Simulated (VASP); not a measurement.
Here is a VASP 6.6.1 calculation.

The input INCAR:

```
PREC = Accurate ; ENCUT = 600
EDIFF = 1E-6 ; ISMEAR = 0
SIGMA = 0.15 ; LREAL = F
LASPH = T ; NELM = 120
ALGO = Normal ; ISIF = 2
LWAVE = F ; LCHARG = F
GGA = PE ; NBANDS = 69
GGA_COMPAT = F
```

KPOINTS

```
Automatic mesh
0
Gamma
  3 3 3
```

POSCAR

```
CdIn2O2
1.0
   -3.1607552429      5.0663247741      3.1451709178
    3.1607552429     -5.0663247741      3.1451709178
    3.1607552429      5.0663247741     -3.1451709178
Cd In O
2 4 4
Direct
    0.2500000000      0.2500000000      0.0000000000
    0.7500000000      0.7500000000      0.0000000000
    0.1524788377      0.5394897818      0.6919686196
    0.3475211623      1.0394897818      0.3870109441
    0.6524788377     -0.0394897818      0.6129890559
    0.8475211623      0.4605102182      0.3080313804
    0.1436163629      0.8912286918      1.0348450547
    0.6436163629      0.6087713082      0.2523876711
    0.3563836371      0.3912286918      0.7476123289
    0.8563836371      0.1087713082     -0.0348450547
```

Potentials or basis: VASP PAW PBE potentials, release 64 (Cd_sv_GW, In_d, O).

Run with:

```console
$ cat potpaw_PBE.64/Cd_sv_GW/POTCAR potpaw_PBE.64/In_d/POTCAR potpaw_PBE.64/O/POTCAR > POTCAR
$ mpirun -np 1 vasp_std > vasp.out
```

Predict the band gap on the k mesh.

0.32 eV (least direct gap 0.38 eV).

What does it give for the largest force?

0.034 eV/Å.

Predict the pressure.

-0.2 GPa.

Forces on the atoms (eV/Å):
```
Cd   0.000  0.000  0.000
Cd   0.000  0.000  0.000
In  -0.020 -0.016  0.000
In  -0.020  0.016  0.000
In   0.020 -0.016  0.000
In   0.020  0.016  0.000
O    0.028 -0.019  0.000
O   -0.028 -0.019  0.000
O    0.028  0.019  0.000
O   -0.028  0.019  0.000
```

Caveat: spin-orbit coupling is left out, which moves the levels of the heavy elements; an odd mesh through Γ misses points on the zone boundary, where band edges can lie.
